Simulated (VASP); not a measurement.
# CuI (P4/nmm) in VASP: a series of runs

The runs below take CuI through single point, with PBEsol.

Program: VASP 6.6.1. These are calculated values, not measurements. Logs are shortened: lines on timing, memory, paths and dates and some standing lists are left out, and cuts for length are marked.

### Step 1. The cell of the first run

The structure is tetragonal, space group P4/nmm (No. 129). The conventional cell has a = 3.884 Å, b = 3.884 Å, c = 5.456 Å, α = 90.00°, β = 90.00°, γ = 90.00°. Within 3.3 Å of Cu (site symmetry -4m2) lie 4 I at 2.51 Å and 4 Cu at 2.75 Å. I (site symmetry 4mm) has 4 Cu at 2.51 Å within 3.3 Å.

### Step 2. Single point, PBEsol

The input, INCAR:

```
SYSTEM = CuI
PREC = Accurate ; ENCUT = 520
EDIFF = 1E-6 ; ISMEAR = 0
SIGMA = 0.01 ; LREAL = .False.
LASPH = .True. ; NELM = 60
ALGO = Normal ; ISIF = 2
LWAVE = .False. ; LCHARG = .True.
GGA = PS ; LELF = .True.
LVHAR = .True. ; NBANDS = 26
```

The input, KPOINTS:

```
Automatic mesh
0
Gamma
  6 6 4
  0 0 0
```

The input, POSCAR:

```
CuI
1.0
    3.8840672453      0.0000000000      0.0000000000
    0.0000000000      3.8840672453      0.0000000000
    0.0000000000      0.0000000000      5.4555943167
Cu I
2 2
Direct
    0.0000000000      0.0000000000      0.0000000000
    0.5000000000      0.5000000000      0.0000000000
    0.0000000000      0.5000000000      0.2913000000
    0.5000000000      0.0000000000      0.7087000000
```

Potentials or basis: VASP PAW PBE potentials, release 64 (Cu, I).

Launch:

```sh
$ cat potpaw_PBE.64/Cu/POTCAR potpaw_PBE.64/I/POTCAR > POTCAR
$ mpirun -np 1 vasp_std > vasp.out
```

OUTCAR:

```text
SYSTEM = CuI
   PREC = Accurate
   ENCUT = 520
   EDIFF = 1E-6
   ISMEAR = 0
   LREAL = .False.
   LASPH = .True.
   NELM = 60
   ISIF = 2
   GGA = PS

 ion  position               nearest neighbor table
   1  0.000  0.000  0.000-   3 2.51   4 2.51   3 2.51   4 2.51   2 2.75   2 2.75   2 2.75   2 2.75

   2  0.500  0.500  0.000-   3 2.51   4 2.51   4 2.51   3 2.51   1 2.75   1 2.75   1 2.75   1 2.75

   3  0.000  0.500  0.291-   1 2.51   2 2.51   1 2.51   2 2.51   4 3.57   4 3.57   4 3.57   4 3.57

   4  0.500  0.000  0.709-   1 2.51   2 2.51   2 2.51   1 2.51   3 3.57   3 3.57   3 3.57   3 3.57

  LATTYP: Found a simple tetragonal cell.
 ALAT       =     3.8840672453
 C/A-ratio  =     1.4046086157

  Lattice vectors:

 A1 = (   3.8840672453,   0.0000000000,   0.0000000000)
 A2 = (   0.0000000000,   3.8840672453,   0.0000000000)
 A3 = (   0.0000000000,   0.0000000000,   5.4555943167)

Analysis of symmetry for initial positions (statically):
=====================================================================
 Subroutine PRICEL returns:
 Original cell was already a primitive cell.

 Routine SETGRP: Setting up the symmetry group for a
 simple tetragonal supercell.

 Subroutine GETGRP returns: Found 16 space group operations
 (whereof  8 operations were pure point group operations)
 out of a pool of 16 trial point group operations.

The static configuration has the point symmetry D_2d.
 The point group associated with its full space group is D_4h.

Analysis of symmetry for dynamics (positions and initial velocities):
=====================================================================
 Subroutine PRICEL returns:
 Original cell was already a primitive cell.

 Routine SETGRP: Setting up the symmetry group for a
 simple tetragonal supercell.

 Subroutine GETGRP returns: Found 16 space group operations
 (whereof  8 operations were pure point group operations)
 out of a pool of 16 trial point group operations.

The dynamic configuration has the point symmetry D_2d.
 The point group associated with its full space group is D_4h.

 Subroutine INISYM returns: Found 16 space group operations
 (whereof  8 operations are pure point group operations),
 and found     1 'primitive' translations

----------------------------------------------------------------------------------------

                                     Primitive cell

  volume of cell :      82.3030

  direct lattice vectors                    reciprocal lattice vectors
     3.884067245  0.000000000  0.000000000     0.257462072  0.000000000  0.000000000
     0.000000000  3.884067245  0.000000000     0.000000000  0.257462072  0.000000000
     0.000000000  0.000000000  5.455594317     0.000000000  0.000000000  0.183298087

  length of vectors
     3.884067245  3.884067245  5.455594317     0.257462072  0.257462072  0.183298087

  position of ions in fractional coordinates (direct lattice)
     0.000000000  0.000000000  0.000000000
     0.500000000  0.500000000  0.000000000
     0.000000000  0.500000000  0.291300000
     0.500000000  0.000000000  0.708700000

  ion indices of the primitive-cell ions
   primitive index   ion index
                 1           1
                 2           2
                 3           3
                 4           4

----------------------------------------------------------------------------------------

 KPOINTS: Automatic mesh

Automatic generation of k-mesh.
 Grid dimensions read from file:
 generate k-points for:    6    6    4

 Generating k-lattice:

  Cartesian coordinates                     Fractional coordinates (reciprocal lattice)
     0.042910345  0.000000000  0.000000000     0.166666667  0.000000000  0.000000000
     0.000000000  0.042910345  0.000000000     0.000000000  0.166666667  0.000000000
     0.000000000  0.000000000  0.045824522     0.000000000  0.000000000  0.250000000

  Length of vectors
     0.042910345  0.042910345  0.045824522

  Shift w.r.t. Gamma in fractional coordinates (k-lattice)
     0.000000000  0.000000000  0.000000000

 Subroutine IBZKPT returns following result:
 ===========================================

 Found     30 irreducible k-points:

 Following reciprocal coordinates:
            Coordinates               Weight
  0.000000  0.000000  0.000000      1.000000
  0.166667  0.000000  0.000000      4.000000
  0.333333  0.000000  0.000000      4.000000
  0.500000  0.000000  0.000000      2.000000
  0.166667  0.166667  0.000000      4.000000
  0.333333  0.166667  0.000000      8.000000
[... 16 lines left out ...]
  0.333333  0.000000  0.500000      4.000000
  0.500000  0.000000  0.500000      2.000000
 [... further k-points ...]
   k-points           NKPTS =     30   k-points in BZ     NKDIM =     30   number of bands    NBANDS=     26
   number of dos      NEDOS =    301   number of ions     NIONS =      4
   total plane-waves  NPLWV =  37800
   dimension x,y,z NGX =    30 NGY =   30 NGZ =   42
   dimension x,y,z NGXF=    60 NGYF=   60 NGZF=   84
   ions per type =               2   2
   NGX,Y,Z   is equivalent  to a cutoff of  12.84, 12.84, 12.80 a.u.
   NGXF,Y,Z  is equivalent  to a cutoff of  25.68, 25.68, 25.60 a.u.
 SYSTEM =  CuI
   PREC   = accura    normal or accurate (medium, high low for compatibility)
   ISTART =      0    job   : 0-new  1-cont  2-samecut
   ICHARG =      2    charge: 1-file 2-atom 10-const
   ISPIN  =      1    spin polarized calculation?
   LNONCOLLINEAR =      F non collinear calculations
   LSORBIT =      F    spin-orbit coupling
   LASPH  =      T    aspherical Exc in radial PAW
   ENCUT  =  520.0 eV  38.22 Ry    6.18 a.u.   7.22  7.22 10.14*2*pi/ulx,y,z
   NELM   =     60;   NELMIN=  2; NELMDL= -5     # of ELM steps
   EDIFF  = 0.1E-05   stopping-criterion for ELM
   LREAL  =      F    real-space projection
[... 7 lines left out ...]
   TEBEG  =    0.0;   TEEND  =   0.0 temperature during run
   PSTRESS=    0.0 pullay stress
   NELECT =      36.0000    total number of electrons
   NUPDOWN=      -1.0000    fix difference up-down
   EMIN   =  10.00;   EMAX   =-10.00  energy-range for DOS
   EFERMI =   0.00;   METHOD = LEGACY
   ISMEAR =     0;   SIGMA  =   0.01  broadening in eV -4-tet -1-fermi 0-gaus
   EFERMI_NEDOS =   21; number of points for ismear=-14 and -15
   IALGO  =     38    algorithm
   IMIX   =      4    mixing-type and parameters
     AMIX     =   0.40;   BMIX     =  1.00
     AMIX_MAG =   1.60;   BMIX_MAG =  1.00
  volume/ion in A,a.u.               =      20.58       138.85
  Fermi-wavevector in a.u.,A,eV,Ry     =   1.242712  2.348385 21.011927  1.544333
  Thomas-Fermi vector in A             =   2.377054
   LORBIT       =      0    0 simple, 1 ext, 2 COOP (PROOUT), +10 PAW based schemes
   GGA     = PS    functional components
   LHFCALC =     F    Hartree Fock is set to
   AEXX    =    0.0000 exact exchange contribution
   IVDW    =     0    specifies the selected vdW correction
   LEPSILON=     F    determine dielectric tensor
   LRPA    =     F    only Hartree local field effects (RPA)
 non-spin polarized calculation
 Gauss-broadening in eV      SIGMA  =   0.01
  energy-cutoff  :      520.00
  volume of cell :       82.30
 maximum number of plane-waves:      2232
 NGX is ok and might be reduce to    30
   NGX = 15   NGY = 15   NGZ = 21

 number of electron      35.9999977 magnetization

 Free energy of the ion-electron system (eV)
  ---------------------------------------------------
  ext. energy  EPLUGINS =         0.00000000
  ---------------------------------------------------
  free energy    TOTEN  =       -12.11617473 eV

  energy without entropy =      -12.11617473  energy(sigma->0) =      -12.11617473

 E-fermi :   8.0876     XC(G=0): -10.6958

 val. band max:        7.9859703635   @ k =   0.0000   0.0000   0.0000
 cond. band min:       9.6957673505   @ k =   0.0000   0.0000   0.0000
 fundamental gap:      1.7097969870
 Fermi energy:         8.0876271862

 k-point     1 :       0.0000    0.0000    0.0000
  band No.  band energies     occupation
      1      -7.6737      2.00000
      2      -5.9831      2.00000
      3       0.5039      2.00000
      4       3.2315      2.00000
      5       3.2315      2.00000
      6       3.2415      2.00000
[... 18 lines left out ...]
     25      16.1471      0.00000
     26      17.8885      0.00000

 k-point     2 :       0.1667    0.0000    0.0000
  band No.  band energies     occupation
      1      -7.5065      2.00000
      2      -5.9956      2.00000
      3       0.7507      2.00000
      4       2.6697      2.00000
      5       2.9025      2.00000
      6       3.2542      2.00000
[... 18 lines left out ...]
     25      16.2707      0.00000
     26      17.0473      0.00000

 k-point     3 :       0.3333    0.0000    0.0000
  band No.  band energies     occupation
      1      -7.0601      2.00000
      2      -6.1264      2.00000
      3       1.4367      2.00000
      4       1.7020      2.00000
      5       2.1386      2.00000
      6       3.1823      2.00000
[... 18 lines left out ...]
     25      15.1491      0.00000
     26      16.0092      0.00000

 k-point     4 :       0.5000    0.0000    0.0000
  band No.  band energies     occupation
      1      -6.5138      2.00000
      2      -6.5138      2.00000
      3       1.4996      2.00000
      4       1.4996      2.00000
      5       2.4663      2.00000
      6       2.4663      2.00000
[... 18 lines left out ...]
     25      15.2171      0.00000
     26      15.2171      0.00000
[... 496 lines left out ...]
      1      -6.9309      2.00000
      2      -6.7441      2.00000
      3       1.5831      2.00000
      4       1.6661      2.00000
      5       2.8926      2.00000
      6       3.0121      2.00000
[... 18 lines left out ...]
     25      13.6231      0.00000
     26      15.4800      0.00000

 k-point    23 :       0.3333    0.0000    0.5000
  band No.  band energies     occupation
      1      -6.6620      2.00000
      2      -6.5344      2.00000
      3       0.7510      2.00000
      4       1.0163      2.00000
      5       3.0994      2.00000
      6       3.3526      2.00000
[... 18 lines left out ...]
     25      15.1068      0.00000
     26      16.3368      0.00000

 k-point    24 :       0.5000    0.0000    0.5000
  band No.  band energies     occupation
      1      -6.4654      2.00000
      2      -6.4654      2.00000
      3       0.4769      2.00000
      4       0.4769      2.00000
      5       3.3700      2.00000
      6       3.3700      2.00000
[... 18 lines left out ...]
     25      15.4098      0.00000
     26      15.4098      0.00000

 [... further k-points ...]

------------------------ aborting loop because EDIFF is reached ----------------------------------------

  FORCE on cell =-STRESS in cart. coord.  units (eV):
  Direction    XX          YY          ZZ          XY          YZ          ZX
  --------------------------------------------------------------------------------------
  -------------------------------------------------------------------------------------
  Total        5.8864201      5.8864201      7.0236278      0.0000000      0.0000000      0.0000000
  in kB      114.5898867    114.5898867    136.7277041      0.0000000      0.0000000      0.0000000
  external PRESSURE =     121.9691592 kB  Pullay stress =       0.0000000 kB

 VOLUME and BASIS-vectors are now :
 -----------------------------------------------------------------------------
  energy-cutoff  :      520.00
  volume of cell :       82.30
      direct lattice vectors                 reciprocal lattice vectors
     3.884067245  0.000000000  0.000000000     0.257462072  0.000000000  0.000000000
     0.000000000  3.884067245  0.000000000     0.000000000  0.257462072  0.000000000
     0.000000000  0.000000000  5.455594317     0.000000000  0.000000000  0.183298087

 POSITION                                       TOTAL-FORCE (eV/Angst)
 -----------------------------------------------------------------------------------
      0.00000      0.00000      0.00000         0.000000     -0.000000      0.000000
      1.94203      1.94203      0.00000         0.000000      0.000000      0.000000
      0.00000      1.94203      1.58921         0.000000      0.000000      1.012719
      1.94203      0.00000      3.86638         0.000000      0.000000     -1.012719
 -----------------------------------------------------------------------------------
    total drift:                                0.000000      0.000000      0.000000

  FREE ENERGIE OF THE ION-ELECTRON SYSTEM (eV)
  ---------------------------------------------------
  free  energy   TOTEN  =       -12.1161747267 eV

  energy  without entropy=      -12.1161747267  energy(sigma->0) =      -12.11617473
```

Wall time 85 s (1 thread of Intel Xeon 8259CL, shared host); peak memory 0.22 GiB.

What came out:

```yaml
Free_energy: -12.1162 eV
Pressure: 12.2 GPa
Largest_force: 1.013 eV/Å
Band_gap_on_the_k_mesh: 1.71 eV
```

Forces in eV/Å, atoms in the order of the input:
```
Cu   0.000  0.000  0.000
Cu   0.000  0.000  0.000
I    0.000  0.000  1.013
I    0.000  0.000 -1.013
```

Stress tensor (GPa, compression positive):
```
11.46  0.00  0.00
 0.00 11.46  0.00
 0.00  0.00 13.67
```

Caveat: the cell stands under pressure; the PAW data sets were made with another functional, which shifts forces and pressure a little; spin-orbit coupling is left out, which moves the levels of the heavy elements.

### Step 3. Single point, PBEsol

This run uses another cell than the first one, of 21.15 Å³/atom.

The input, INCAR:

```
PREC     = Accurate       # precision mode
ENCUT    = 520            # plane-wave cutoff, eV
EDIFF    = 1E-7           # SCF threshold, eV
ISMEAR   = 0              # smearing method
SIGMA    = 0.01           # smearing width, eV
LREAL    = F              # projectors in reciprocal space
LASPH    = T              # aspherical terms in the spheres
NELM     = 100            # most SCF steps
ALGO     = Normal         # electronic algorithm
ISIF     = 2              # what is computed and relaxed
LWAVE    = F              # write WAVECAR
LCHARG   = F              # write CHGCAR
GGA      = PS             # functional
NBANDS   = 26             # bands
```

The input, KPOINTS:

```
regular mesh
0
Gamma
  6 6 4
```

The input, POSCAR:

```
CuI
1.0
    3.9197028803      0.0000000000      0.0000000000
    0.0000000000      3.9197028803      0.0000000000
    0.0000000000      0.0000000000      5.5056484366
Cu I
2 2
Direct
    0.0000000000      0.0000000000      0.0000000000
    0.5000000000      0.5000000000      0.0000000000
    0.0000000000      0.5000000000      0.2913000000
    0.5000000000      0.0000000000      0.7087000000
```

Potentials or basis: VASP PAW PBE potentials, release 64 (Cu, I).

Launch:

```sh
$ cat potpaw_PBE.64/Cu/POTCAR potpaw_PBE.64/I/POTCAR > POTCAR
$ mpirun -np 1 vasp_std > vasp.out
```

Run time: 93 s. Hardware: 1 thread of Intel Xeon 8259CL, shared host; peak memory 0.22 GiB.

The run converged. Its results:

```yaml
Free_energy: -12.2705 eV
Pressure: 9.3 GPa
Largest_force: 0.695 eV/Å
Band_gap_on_the_k_mesh: 1.64 eV
```

Forces on the atoms (eV/Å):
```
Cu   0.000  0.000  0.000
Cu   0.000  0.000  0.000
I    0.000  0.000  0.695
I    0.000  0.000 -0.695
```

Stress tensor (GPa, compression positive):
```
 8.68  0.00  0.00
 0.00  8.68  0.00
 0.00  0.00 10.67
```

Levels at points of the mesh, in eV from the valence-band top:
```
           k point  band 15  band 16  band 17  band 18  band 19  band 20  band 21  band 22
(0.00, 0.00, 0.00)    -1.95    -1.50     0.00     0.00     1.64     2.31     2.96     4.27
(0.50, 0.00, 0.00)    -1.93    -1.93    -1.06    -1.06     3.71     3.71     4.50     4.50
(0.50, 0.50, 0.00)    -2.46    -2.46    -1.91    -1.91     1.93     1.93     1.95     1.95
(0.00, 0.00, 0.50)    -1.95    -1.93    -1.09    -1.09     3.02     3.05     3.44     4.28
(0.50, 0.00, 0.50)    -1.03    -1.03    -0.92    -0.92     2.03     2.03     5.09     5.09
(0.50, 0.50, 0.50)    -2.60    -2.60    -1.66    -1.66     4.57     4.57     5.06     5.06
```

Caveat: the cell stands under pressure; the PAW data sets were made with another functional, which shifts forces and pressure a little; spin-orbit coupling is left out, which moves the levels of the heavy elements.

### Step 4. Single point, PBEsol

This run uses another cell than the first one, of 21.72 Å³/atom.

The input, INCAR:

```
SYSTEM = CuI
PREC = Accurate ; ENCUT = 520
EDIFF = 1E-7 ; ISMEAR = 0
SIGMA = 0.01 ; LREAL = .FALSE.
LASPH = .TRUE. ; NELM = 100
ALGO = Normal ; ISIF = 2
LWAVE = .FALSE. ; LCHARG = .FALSE.
GGA = PS ; NBANDS = 26
```

The input, KPOINTS:

```
regular mesh
0
G
  6 6 4
  0 0 0
```

The input, POSCAR:

```
CuI
1.0
    3.9547020794      0.0000000000      0.0000000000
    0.0000000000      3.9547020794      0.0000000000
    0.0000000000      0.0000000000      5.5548086131
Cu I
2 2
Direct
    0.0000000000      0.0000000000      0.0000000000
    0.5000000000      0.5000000000      0.0000000000
    0.0000000000      0.5000000000      0.2913000000
    0.5000000000      0.0000000000      0.7087000000
```

Launch:

```sh
$ cat potpaw_PBE.64/Cu/POTCAR potpaw_PBE.64/I/POTCAR > POTCAR
$ mpirun -np 1 vasp_std > vasp.out
```

Wall time 1.7 min (1 thread of Intel Xeon 8259CL, shared host); peak memory 0.22 GiB.

The run converged. Its results:

| Property | Result |
| --- | --- |
| Free energy | -12.3860 eV |
| Pressure | 6.8 GPa |
| Largest force | 0.412 eV/Å |
| Band gap on the k mesh | 1.57 eV |

Forces in eV/Å, atoms in the order of the input:
```
Cu   0.000  0.000  0.000
Cu   0.000  0.000  0.000
I    0.000  0.000  0.412
I    0.000  0.000 -0.412
```

Stress tensor (GPa, compression positive):
```
6.22 0.00 0.00
0.00 6.22 0.00
0.00 0.00 7.99
```

Levels at points of the mesh, in eV from the valence-band top:
```tsv
k point	band 14	band 15	band 16	band 17	band 18	band 19	band 20	band 21	band 22	band 23
(0.00, 0.00, 0.00)	-2.17	-1.83	-1.43	0.00	0.00	1.57	2.36	3.00	4.32	4.32
(0.50, 0.00, 0.00)	-2.69	-1.81	-1.81	-1.00	-1.00	3.76	3.76	4.42	4.42	6.59
(0.50, 0.50, 0.00)	-2.45	-2.32	-2.32	-1.79	-1.79	1.98	1.98	2.02	2.02	10.51
(0.00, 0.00, 0.50)	-1.87	-1.83	-1.83	-1.02	-1.02	3.06	3.14	3.45	4.21	5.21
(0.50, 0.00, 0.50)	-2.71	-0.98	-0.98	-0.87	-0.87	2.02	2.02	5.13	5.13	5.14
(0.50, 0.50, 0.50)	-2.58	-2.45	-2.45	-1.56	-1.56	4.55	4.55	4.96	4.96	6.09
```

Caveat: the cell stands under pressure; the PAW data sets were made with another functional, which shifts forces and pressure a little; spin-orbit coupling is left out, which moves the levels of the heavy elements. A k mesh can miss the band edges.

### Step 5. The runs side by side

| cell | gap on the mesh (eV) | pressure (GPa) | largest force (eV/Å) |
| --- | --- | --- | --- |
| a = 3.884, b = 3.884, c = 5.456 Å, 4 atoms | 1.71 | 12.2 | 1.01 |
| a = 3.920, b = 3.920, c = 5.506 Å, 4 atoms | 1.64 | 9.3 | 0.69 |
| a = 3.955, b = 3.955, c = 5.555 Å, 4 atoms | 1.57 | 6.8 | 0.41 |

Alike in all rows: task single point; level PBEsol; potentials or basis VASP PAW PBE potentials, release 64 (Cu, I); no spin polarisation; k mesh 6 × 6 × 4; cutoff (eV) 520; smearing gaussian 0.01 eV.

Caveats: the cell stands under pressure; the PAW data sets were made with another functional, which shifts forces and pressure a little; spin-orbit coupling is left out, which moves the levels of the heavy elements.

Absolute energies hang on the potentials; compare differences alone.
